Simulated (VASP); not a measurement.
The system is Al6N.

```
Al N
1.0
     2.88740    0.00000    0.00000
    -1.44370    2.50056    0.00000
     0.00000    0.00000   13.99175
Al N
6 1
Direct
  0.33333 0.66667 0.08622
  0.66667 0.33333 0.91378
  0.66667 0.33333 0.41705
  0.33333 0.66667 0.58295
  0.00000 0.00000 0.75041
  0.00000 0.00000 0.24959
  0.00000 0.00000 0.00000
```

- Program: VASP 6.6.1
- Task: relaxation of cell and atoms
- Functional: PBE
- Potentials or basis: VASP PAW PBE potentials, release 64 (Al, N)
- Cutoff: 600 eV
- k mesh: 12 × 12 × 4
- Occupations: gaussian, width 0.1 eV
- Spin: no spin polarisation

At the start: pressure -0.4 GPa; volume 14.43 Å³/atom.

Where does the relaxation end?

Over 10 steps the energy falls by 2.3 meV/atom and the volume is 14.34 Å³/atom (-0.6 %); space group P-3m1 (No. 164, to 0.1 Å) before and after.

The path:
```tsv
step	energy change (eV)	largest force (eV/Å)	pressure (GPa)	volume (Å³)
1	0.0000	0.2192	-0.39	101.02
2	-0.0090	0.1549	0.07	100.51
3	-0.0126	0.1659	0.64	99.93
4	-0.0148	0.0909	-0.21	100.58
5	-0.0154	0.0522	0.06	100.37
6	-0.0157	0.0355	-0.03	100.45
7	-0.0159	0.0179	-0.19	100.61
8	-0.0161	0.0238	-0.04	100.44
9	-0.0162	0.0259	0.01	100.39
10	-0.0162	0.0083	0.00	100.38
```

Final structure:
```
CELL_PARAMETERS angstrom
2.89161 0.00000 0.00000
-1.44581 2.50421 0.00000
0.00000 0.00000 13.86280
ATOMIC_POSITIONS crystal
Al 0.33333 0.66667 0.08726
Al 0.66667 0.33333 0.91274
Al 0.66667 0.33333 0.41616
Al 0.33333 0.66667 0.58384
Al 0.00000 0.00000 0.74757
Al 0.00000 0.00000 0.25243
N 0.00000 0.00000 0.00000
```

Caveat: the highest band is partly filled, so the run has too few bands.
